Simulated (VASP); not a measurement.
Crystal: MgB2.

```
Mg B
1.0
     3.08500    0.00000    0.00000
    -1.54250    2.67169    0.00000
     0.00000    0.00000    3.52300
Mg B
1 2
Direct
  0.00000 0.00000 0.00000
  0.66667 0.33333 0.50000
  0.33333 0.66667 0.50000
```

Base run:

| Item | Value |
| --- | --- |
| Program | VASP 6.6.1 |
| Functional | PBE |
| Potentials or basis | VASP PAW PBE potentials, release 64 (Mg, B) |
| Cutoff | 520 eV |
| k mesh | 10 × 10 × 8 |
| Occupations | fermi-dirac, width 0.05 eV |
| Spin | no spin polarisation |

Its results: band gap on the k mesh zero (band 4 reaches 6.39 eV, above the bottom of band 5 at 3.94 eV); pressure -1.2 GPa.

**Question.** After a change of settings the same cell gave: band gap on the k mesh zero (band 4 reaches 6.46 eV, above the bottom of band 5 at 3.91 eV); pressure -2.5 GPa. Which change was it?
A. occupations from fermi-dirac, width 0.05 eV to gaussian, width 0.022 eV; further incar settings from ALGO = Normal; EDIFF = 1e-06; NBANDS = 11 to ALGO = Normal; EDIFF = 1e-07; NBANDS = 11
B. functional from PBE to revPBE
C. occupations from fermi-dirac, width 0.05 eV to gaussian, width 0.028 eV
D. functional from PBE to r2SCAN

**Answer.** D.

Caveats: the PAW data sets were made with another functional, which shifts forces and pressure a little (some runs).
